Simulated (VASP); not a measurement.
# CdTe (F-43m) in VASP: G0W0 quasiparticle levels with PBE

Aim: the G0W0 quasiparticle levels of CdTe with PBE.

All numbers are computed with VASP 6.6.1; they aren't measurements. Logs are shortened: lines on timing, memory, paths and dates and some standing lists are left out, and cuts for length are marked.

**1. The cell of the first run**

It takes space group F-43m (No. 216, cubic). Conventional cell: a = 6.560 Å, b = 6.560 Å, c = 6.560 Å, α = 90.00°, β = 90.00°, γ = 90.00°. Within 3.7 Å of Cd (site symmetry -43m) lie 4 Te at 2.84 Å. Te (site symmetry -43m) has 4 Cd at 2.84 Å within 3.7 Å.

**2. G0W0 quasiparticle levels, PBE**

The input, POSCAR:

```
CdTe
1.0
    0.0000000000      3.2799551162      3.2799551162
    3.2799551162      0.0000000000      3.2799551162
    3.2799551162      3.2799551162      0.0000000000
Cd Te
1 1
Direct
    0.0000000000      0.0000000000      0.0000000000
    0.2500000000      0.2500000000      0.2500000000
```

The input, INCAR.step1:

```
SYSTEM = CdTe
PREC     = Accurate       ! precision mode
ENCUT    = 500            ! plane-wave cutoff, eV
EDIFF    = 1E-8           ! SCF threshold, eV
ISMEAR   = 0              ! smearing method
SIGMA    = 0.01           ! smearing width, eV
LREAL    = .FALSE.        ! projectors in reciprocal space
LASPH    = .TRUE.         ! aspherical terms in the spheres
NELM     = 60             ! most SCF steps
ALGO     = Normal         ! electronic algorithm
LWAVE    = .TRUE.         ! write WAVECAR
LCHARG   = .FALSE.        ! write CHGCAR
GGA      = PE             ! functional
```

The input, INCAR.step2:

```
SYSTEM = CdTe
PREC     = Accurate       ! precision mode
ENCUT    = 500            ! plane-wave cutoff, eV
EDIFF    = 1E-8           ! SCF threshold, eV
ISMEAR   = 0              ! smearing method
SIGMA    = 0.01           ! smearing width, eV
LREAL    = .FALSE.        ! projectors in reciprocal space
LASPH    = .TRUE.         ! aspherical terms in the spheres
NELM     = 1              ! most SCF steps
ALGO     = Exact          ! electronic algorithm
LWAVE    = .TRUE.         ! write WAVECAR
LCHARG   = .FALSE.        ! write CHGCAR
GGA      = PE             ! functional
NBANDS   = 303            ! bands
LOPTICS  = .TRUE.         ! frequency-dependent dielectric function
ISTART   = 1
```

The input, INCAR.step3:

```
SYSTEM = CdTe
PREC     = Accurate       ! precision mode
ENCUT    = 500            ! plane-wave cutoff, eV
EDIFF    = 1E-8           ! SCF threshold, eV
ISMEAR   = 0              ! smearing method
SIGMA    = 0.01           ! smearing width, eV
LREAL    = .FALSE.        ! projectors in reciprocal space
LASPH    = .TRUE.         ! aspherical terms in the spheres
ALGO     = EVGW0          ! electronic algorithm
LWAVE    = .FALSE.        ! write WAVECAR
LCHARG   = .FALSE.        ! write CHGCAR
GGA      = PE             ! functional
NELMGW   = 1            
NBANDS   = 303            ! bands
ENCUTGW  = 150.0          ! cutoff of the response function
NOMEGA   = 96             ! frequency points
PRECFOCK = Fast         
ISTART   = 1            
NBANDSGW = 17           
OMEGAMAX = 20
```

The input, KPOINTS:

```
Automatic mesh
0
G
  4 4 4
  0 0 0
```

Potentials or basis: VASP PAW PBE potentials, release 64 (Cd_GW, Te_GW).

The run is started by

```sh
> cat potpaw_PBE.64/Cd_GW/POTCAR potpaw_PBE.64/Te_GW/POTCAR > POTCAR
> cp INCAR.step1 INCAR
> mpirun -np 1 vasp_std > vasp.out
> cp INCAR.step2 INCAR
> mpirun -np 1 vasp_std > vasp.out
> cp INCAR.step3 INCAR
> mpirun -np 1 vasp_std > vasp.out
```

OUTCAR:

```text
SYSTEM = CdTe
   PREC = Accurate
   ENCUT = 500
   EDIFF = 1E-8
   ISMEAR = 0
   LREAL = .FALSE.
   LASPH = .TRUE.
   GGA = PE
   NELMGW = 1
   ENCUTGW = 150.0
   PRECFOCK = Fast
   ISTART = 1

 ion  position               nearest neighbor table
   1  0.000  0.000  0.000-   2 2.84   2 2.84   2 2.84   2 2.84
   2  0.250  0.250  0.250-   1 2.84   1 2.84   1 2.84   1 2.84

  LATTYP: Found a face centered cubic cell.
 ALAT       =     6.5599102324

  Lattice vectors:

 A1 = (   0.0000000000,   3.2799551162,   3.2799551162)
 A2 = (   3.2799551162,   0.0000000000,   3.2799551162)
 A3 = (   3.2799551162,   3.2799551162,   0.0000000000)

Analysis of symmetry for initial positions (statically):
=====================================================================
 Subroutine PRICEL returns:
 Original cell was already a primitive cell.

 Routine SETGRP: Setting up the symmetry group for a
 face centered cubic supercell.

 Subroutine GETGRP returns: Found 24 space group operations
 (whereof 24 operations were pure point group operations)
 out of a pool of 48 trial point group operations.

The static configuration has the point symmetry T_d .

Analysis of symmetry for dynamics (positions and initial velocities):
=====================================================================
 Subroutine PRICEL returns:
 Original cell was already a primitive cell.

 Routine SETGRP: Setting up the symmetry group for a
 face centered cubic supercell.

 Subroutine GETGRP returns: Found 24 space group operations
 (whereof 24 operations were pure point group operations)
 out of a pool of 48 trial point group operations.

The dynamic configuration has the point symmetry T_d .

 Subroutine INISYM returns: Found 24 space group operations
 (whereof 24 operations are pure point group operations),
 and found     1 'primitive' translations

----------------------------------------------------------------------------------------

                                     Primitive cell

  volume of cell :      70.5722

  direct lattice vectors                    reciprocal lattice vectors
     0.000000000  3.279955116  3.279955116    -0.152441110  0.152441110  0.152441110
     3.279955116  0.000000000  3.279955116     0.152441110 -0.152441110  0.152441110
     3.279955116  3.279955116  0.000000000     0.152441110  0.152441110 -0.152441110

  length of vectors
     4.638557009  4.638557009  4.638557009     0.264035748  0.264035748  0.264035748

  position of ions in fractional coordinates (direct lattice)
     0.000000000  0.000000000  0.000000000
     0.250000000  0.250000000  0.250000000

  ion indices of the primitive-cell ions
   primitive index   ion index
                 1           1
                 2           2

----------------------------------------------------------------------------------------

 KPOINTS: Automatic mesh

Automatic generation of k-mesh.
 Grid dimensions read from file:
 generate k-points for:    4    4    4

 Generating k-lattice:

  Cartesian coordinates                     Fractional coordinates (reciprocal lattice)
    -0.038110278  0.038110278  0.038110278     0.250000000  0.000000000  0.000000000
     0.038110278 -0.038110278  0.038110278     0.000000000  0.250000000  0.000000000
     0.038110278  0.038110278 -0.038110278     0.000000000  0.000000000  0.250000000

  Length of vectors
     0.066008937  0.066008937  0.066008937

  Shift w.r.t. Gamma in fractional coordinates (k-lattice)
     0.000000000  0.000000000  0.000000000

 Subroutine IBZKPT returns following result:
 ===========================================

 Found      8 irreducible k-points:

 Following reciprocal coordinates:
            Coordinates               Weight
  0.000000  0.000000  0.000000      1.000000
  0.250000  0.000000  0.000000      8.000000
  0.500000  0.000000  0.000000      4.000000
  0.250000  0.250000  0.000000      6.000000
  0.500000  0.250000  0.000000     24.000000
 -0.250000  0.250000  0.000000     12.000000
  0.500000  0.500000  0.000000      3.000000
 -0.250000  0.500000  0.250000      6.000000
   k-points           NKPTS =      8   k-points in BZ     NKDIM =     64   number of bands    NBANDS=    303
   number of dos      NEDOS =    301   number of ions     NIONS =      2
   total plane-waves  NPLWV =  46656
   dimension x,y,z NGX =    36 NGY =   36 NGZ =   36
   dimension x,y,z NGXF=    72 NGYF=   72 NGZF=   72
   ions per type =               1   1
   NGX,Y,Z   is equivalent  to a cutoff of  12.90, 12.90, 12.90 a.u.
   NGXF,Y,Z  is equivalent  to a cutoff of  25.80, 25.80, 25.80 a.u.
 SYSTEM =  CdTe
   PREC   = accura    normal or accurate (medium, high low for compatibility)
   ISTART =      1    job   : 0-new  1-cont  2-samecut
   ICHARG =      0    charge: 1-file 2-atom 10-const
   ISPIN  =      1    spin polarized calculation?
   LNONCOLLINEAR =      F non collinear calculations
   LSORBIT =      F    spin-orbit coupling
   LASPH  =      T    aspherical Exc in radial PAW
   ENCUT  =  500.0 eV  36.75 Ry    6.06 a.u.   8.46  8.46  8.46*2*pi/ulx,y,z
   NELM   =     60;   NELMIN=  2; NELMDL=  0     # of ELM steps
   EDIFF  = 0.1E-07   stopping-criterion for ELM
   LREAL  =      F    real-space projection
   EDIFFG = 0.1E-06   stopping-criterion for IOM
   NSW    =      0    number of steps for IOM
   IBRION =     -1    ionic relax: 0-MD 1-quasi-New 2-CG
   NFREE  =      0    steps in history (QN), initial steepest desc. (CG)
   ISIF   =      0    stress and relaxation
   ISYM   =      3    0-nonsym 1-usesym 2-fastsym
   POTIM  = 0.5000    time-step for ionic-motion
   TEBEG  =    0.0;   TEEND  =   0.0 temperature during run
   PSTRESS=    0.0 pullay stress
   NELECT =      18.0000    total number of electrons
   NUPDOWN=      -1.0000    fix difference up-down
   EMIN   =  10.00;   EMAX   =-10.00  energy-range for DOS
   EFERMI =   0.00;   METHOD = LEGACY
   ISMEAR =     0;   SIGMA  =   0.01  broadening in eV -4-tet -1-fermi 0-gaus
   EFERMI_NEDOS =   21; number of points for ismear=-14 and -15
   IALGO  =     38    algorithm
   IMIX   =      4    mixing-type and parameters
     AMIX     =   0.40;   BMIX     =  1.00
     AMIX_MAG =   1.60;   BMIX_MAG =  1.00
  volume/ion in A,a.u.               =      35.29       238.12
  Fermi-wavevector in a.u.,A,eV,Ry     =   1.038216  1.961944 14.665621  1.077893
  Thomas-Fermi vector in A             =   2.172690
   LORBIT       =      0    0 simple, 1 ext, 2 COOP (PROOUT), +10 PAW based schemes
   GGA     = PE    functional components
   LHFCALC =     T    Hartree Fock is set to
   PRECFOCK=fast      Normal, Fast or Accurate (Low or Medium for compatibility)
   ENCUT4O =  -1.0   cutoff for four orbital integrals eV
   NKREDX  =     1    reduce k-point grid by
   NKREDY  =     1    reduce k-point grid by
   NKREDZ  =     1    reduce k-point grid by
   AEXX    =    1.0000 exact exchange contribution
   HFSCREEN=    0.0000 screening length (either q_TF or 0.3 A-1)
   HFSCREENC=   0.0000 screening length for correlation (either q_TF or 0.3 A-1)
   ENCUTFOCK=  -1.0 apply spherical cutoff to Coloumb kernel
   IVDW    =     0    specifies the selected vdW correction
   LEPSILON=     F    determine dielectric tensor
   LRPA    =     F    only Hartree local field effects (RPA)
   LRPAFORCE           =     F    calculate RPA forces
   ENCUTGW             = 150.0    cutoff for response function in eV
   ENCUTGWSOFT         = 120.0    soft cutoff for Coulomb kernel in GW response function in eV
   ENCUTLF             =  -1.0    cutoff for local field effects
   NELMGW              =     1    number of iterations in solving QP/BSE equation
   NELMHF              =     1    number of iterations in the inner HF iteration
   NKREDLFX            =     1    NKREDLFY  =   1   NKREDLFZ  =   1
 non-spin polarized calculation
 Gauss-broadening in eV      SIGMA  =   0.01
  energy-cutoff  :      500.00
  volume of cell :       70.57
 maximum number of plane-waves:      1812
 NGX is ok and might be reduce to    36
  NGX = 20; NGY = 20; NGZ = 20
   NGX = 17   NGY = 17   NGZ = 17
 maximum number of plane-waves:       303

 QP shifts <psi_nk| G(iteration)W_0 |psi_nk>: iteration 1
 for sc-GW calculations column KS-energies equals QP-energies in previous step
 and V_xc(KS)=  KS-energies - (<T + V_ion + V_H > + <T+V_H+V_ion>^1  + <V_x>^1)

 k-point   1 :       0.0000    0.0000    0.0000
  band No.  KS-energies  QP-energies   sigma(KS)   V_xc(KS)     V^pw_x(r,r')   Z            occupation Imag(sigma)

      1      -7.9821      -8.3572     -11.5184     -10.8988     -17.1856       0.6055       2.0000       0.8443
      2      -5.2187      -6.8806     -17.7349     -15.2599     -22.9975       0.6715       2.0000       0.1817
      3      -5.2187      -6.8806     -17.7349     -15.2599     -22.9975       0.6715       2.0000       0.1817
      4      -5.2187      -6.8806     -17.7349     -15.2599     -22.9975       0.6715       2.0000       0.1817
      5      -4.9865      -6.7128     -18.0452     -15.4955     -23.2287       0.6771       2.0000       0.1336
      6      -4.9865      -6.7128     -18.0452     -15.4955     -23.2287       0.6771       2.0000       0.1336
[... 9 lines left out ...]
     16      12.3662      12.3677      -8.7676      -8.7697      -3.8705       0.7260       0.0000      -0.2534
     17      13.0340      12.8251      -6.9386      -6.6508      -1.8947       0.7260       0.0000      -0.3119

 k-point   2 :       0.2500    0.0000    0.0000
  band No.  KS-energies  QP-energies   sigma(KS)   V_xc(KS)     V^pw_x(r,r')   Z            occupation Imag(sigma)

      1      -7.7988      -8.2318     -11.9075     -11.2061     -17.4698       0.6173       2.0000       0.8179
      2      -5.1868      -6.8560     -17.7866     -15.3037     -23.0453       0.6722       2.0000       0.1785
      3      -5.1868      -6.8560     -17.7866     -15.3037     -23.0453       0.6722       2.0000       0.1785
      4      -5.0297      -6.6503     -17.4871     -15.0891     -22.6781       0.6758       2.0000       0.2020
      5      -4.9866      -6.7101     -18.0430     -15.4952     -23.2307       0.6765       2.0000       0.1343
      6      -4.9866      -6.7101     -18.0430     -15.4952     -23.2307       0.6765       2.0000       0.1343
[... 9 lines left out ...]
     16      11.4382      11.3447      -8.0600      -7.9324      -3.3351       0.7329       0.0000      -0.2182
     17      13.7351      13.6126      -7.9727      -7.8046      -2.5423       0.7287       0.0000      -0.4060

 k-point   3 :       0.5000    0.0000    0.0000
  band No.  KS-energies  QP-energies   sigma(KS)   V_xc(KS)     V^pw_x(r,r')   Z            occupation Imag(sigma)
[... 85 lines left out ...]
      1      -7.5092      -8.0702     -12.7392     -11.8701     -18.1822       0.6455       2.0000       0.7508
      2      -5.0741      -6.7711     -17.9245     -15.4128     -23.1538       0.6756       2.0000       0.1620
      3      -5.0741      -6.7711     -17.9245     -15.4128     -23.1538       0.6756       2.0000       0.1620
      4      -5.0741      -6.7711     -17.9245     -15.4128     -23.1538       0.6756       2.0000       0.1620
      5      -4.9588      -6.6876     -18.0896     -15.5402     -23.2844       0.6781       2.0000       0.1314
      6      -4.5282      -6.0323     -17.1945     -14.9890     -22.2142       0.6820       2.0000       0.2166
[... 9 lines left out ...]
     16      14.5297      14.4963      -8.8330      -8.7875      -3.5271       0.7334       0.0000      -0.4416
     17      14.5297      14.4963      -8.8330      -8.7875      -3.5271       0.7334       0.0000      -0.4416

 k-point   8 :      -0.2500    0.5000    0.2500
  band No.  KS-energies  QP-energies   sigma(KS)   V_xc(KS)     V^pw_x(r,r')   Z            occupation Imag(sigma)

      1      -7.5107      -8.0687     -12.7324     -11.8709     -18.1879       0.6477       2.0000       0.7492
      2      -5.1100      -6.8094     -17.9383     -15.4262     -23.1890       0.6765       2.0000       0.1672
      3      -5.1028      -6.7889     -17.8690     -15.3723     -23.1072       0.6753       2.0000       0.1691
      4      -5.0122      -6.7303     -18.0124     -15.4702     -23.2114       0.6758       2.0000       0.1414
      5      -4.9851      -6.7032     -18.0227     -15.4812     -23.2138       0.6760       2.0000       0.1359
      6      -4.4574      -5.9620     -17.3415     -15.1335     -22.3629       0.6815       2.0000       0.2112
[... 9 lines left out ...]
     16      14.1402      13.9798      -8.0210      -7.7990      -2.7041       0.7230       0.0000      -0.4392
     17      14.3835      14.4880      -8.8336      -8.9790      -3.3216       0.7189       0.0000      -0.4454
```

Wall time 8 min (1 thread of Intel Xeon 6975P-C (Granite Rapids), shared host); peak memory 1.1 GiB.

What came out:

| Quantity | Value |
| --- | --- |
| Quasiparticle gap | 1.31 eV |
| Least direct quasiparticle gap | 1.31 eV |
| Band gap of the starting levels on the mesh | 0.65 eV |
| Least direct gap of the starting levels on the mesh | 0.65 eV |

Caveat: the k points lie up to 0.41 Å⁻¹ apart; bands, screening cutoff and mesh are small and nothing is extrapolated, so the quasiparticle values aren't converged; spin-orbit coupling is left out, which moves the levels of the heavy elements.
